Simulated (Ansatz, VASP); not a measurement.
Two plane-wave programs on C

File INCAR:

```
ALGO = Normal
EDIFF = 1E-6
ENCUT = 1300
GGA_COMPAT = F
ISIF = 2
ISMEAR = 0
LASPH = T
LCHARG = T
LELF = T
LREAL = F
LVHAR = T
LWAVE = F
NBANDS = 11
NELM = 120
PREC = Accurate
SIGMA = 0.05
```

KPOINTS

```
k-points
0
Gamma
  12 12 12
```

Contents of POSCAR:

```
C
1.0
    0.0000000000      1.8226760854      1.7368280417
    1.8226760854      0.0000000000      1.7368280417
    1.8226760854      1.8226760854      0.0000000000
C
2
Direct
    0.5000000000      0.5000000000      0.5000000000
    0.7500000000      0.7500000000      0.7500000000
```

Input for Ansatz:

```yaml
crystal:
  lattice:
    - [0.0, 1.8226760854, 1.7368280417]
    - [1.8226760854, 0.0, 1.7368280417]
    - [1.8226760854, 1.8226760854, 0.0]
  atoms:
    - { symbol: C, position: [0.5, 0.5, 0.5] }
    - { symbol: C, position: [0.75, 0.75, 0.75] }
basis:
  ecutwfc: 520.0
kpoints:
  mp_grid: { grid: [12, 12, 12] }
hamiltonian:
  xc: lda
  pseudopotentials: { kind: paw, azcp: { folder: soft_1 } }
scf:
  occupations: { method: gaussian, width: 0.05 }
output:
  forces: true
  stress: true
  eigenvalues: true
```

Alike in both runs: task single point; functional LDA; k mesh 12 × 12 × 12; occupations gaussian, width 0.05 eV; no spin polarisation.

|  | VASP | Ansatz |
| --- | --- | --- |
| version | VASP 6.6.1 | Ansatz 0.2.0 |
| potentials or method | VASP PAW LDA potentials, release 64 (C_h), cutoff 1300 eV | scalar-relativistic, plane waves, PAW |
| valence electrons in the cell | 8 | 8 |

|  | VASP | Ansatz | Ansatz less VASP |
| --- | --- | --- | --- |
| gap on the k mesh at the Fermi level (eV) | 2.90 | 2.91 | +0.006 |
| least direct gap on the mesh (eV) | 4.68 | 4.67 | -0.002 |
| pressure (GPa) | -19.2 | -20.1 | -0.88 |
| traceless stress, the component that is largest in VASP (GPa) | 27.78 | 27.80 | +0.019 |

Ansatz warns that its potentials were made for another functional, while VASP's fit it. LDA's correlation is that of Perdew and Zunger in VASP and of Perdew and Wang (1992) in Ansatz.
